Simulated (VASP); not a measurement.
GaP:

```
Ga P
1.0
     0.00000    2.72525    2.72525
     2.72525    0.00000    2.72525
     2.72525    2.72525    0.00000
Ga P
1 1
Direct
  0.00000 0.00000 0.00000
  0.25000 0.25000 0.25000
```

Base run:

* Program: VASP 6.6.1
* Functional: PBE
* Potentials or basis: VASP PAW PBE potentials, release 64 (Ga_d, P)
* Cutoff: 520 eV
* k mesh: 14 × 14 × 14
* Occupations: fermi-dirac, width 0.02 eV
* Spin: no spin polarisation

Its results: band gap on the k mesh 1.59 eV, indirect (least direct gap 1.83 eV); pressure 2.5 GPa.

Task: The run is repeated on the same cell with these changes: functional from PBE to r2SCAN. What comes out?

Result: Band gap on the k mesh 1.85 eV, indirect (least direct gap 2.34 eV); pressure 0.0 GPa.

r2SCAN gives the wider gap, since meta-GGAs in the generalised Kohn-Sham scheme recover part of the derivative discontinuity.

Caveats: the PAW data sets were made with another functional, which shifts forces and pressure a little (some runs).

A k mesh can miss the band edges.
